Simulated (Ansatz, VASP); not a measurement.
## Y in VASP and in Ansatz

File INCAR:

```
PREC = Accurate
ENCUT = 520
EDIFF = 1E-7
ISMEAR = -1
SIGMA = 0.1
LREAL = False
LASPH = True
NELM = 80
ALGO = Normal
ISIF = 2
LWAVE = False
LCHARG = False
GGA = CA
NBANDS = 18
```

The input KPOINTS:

```
Automatic mesh
0
Gamma
  17 17 10
```

The input POSCAR:

```
Y
1.0
    3.3916257517      0.0000000000      0.0000000000
   -1.6958128759      2.9372340611      0.0000000000
    0.0000000000      0.0000000000      5.2943579297
Y
2
Direct
    0.3333333333      0.6666666667      0.2500000000
    0.6666666667      0.3333333333      0.7500000000
```

Input for Ansatz:

```yaml
crystal:
  lattice:
    - [3.3916257519, 0.0, 0.0]
    - [-1.6958128759, 2.9372340613, 0.0]
    - [0.0, 0.0, 5.2943579288]
  atoms:
    - { symbol: "Y", position: [0.3333333333, 0.6666666667, 0.25] }
    - { symbol: "Y", position: [0.6666666667, 0.3333333333, 0.75] }
hamiltonian:
  xc: lda
  pseudopotentials:
    kind: paw
    azcp:
      "Y": "pseudopotentials/Y.paw.azcp"
basis:
  ecutwfc: 420
  fft_grid_basis: typed
kpoints:
  mp_grid: { grid: [17, 17, 10], shift: [0, 0, 0] }
magnetization:
  spin_polarized: false
scf:
  occupations: { method: fermi_dirac, width: 0.1 }
output:
  stress: true
```

Alike in both runs: task single point; functional LDA; k mesh 17 × 17 × 10; occupations fermi-dirac, width 0.1 eV; no spin polarisation.

```csv
,VASP,Ansatz
version,VASP 6.6.1,Ansatz 0.2.0
potentials or method,"VASP PAW LDA potentials, release 64 (Y_sv), cutoff 520 eV","plane waves (420 eV) with PAW, scalar-relativistic"
valence electrons in the cell,22,22
```

VASP gave:

```
pressure (GPa)                                                : 6.7
traceless stress, the component that is largest in VASP (GPa) : 0.51
```

What did Ansatz give for the same quantities?

Pressure (GPa): 7.0; traceless stress, the component that is largest in VASP (GPa): 0.48.

Ansatz warns that its potentials were made for another functional, while VASP's fit it. LDA's correlation is that of Perdew and Zunger in VASP and of Perdew and Wang (1992) in Ansatz.
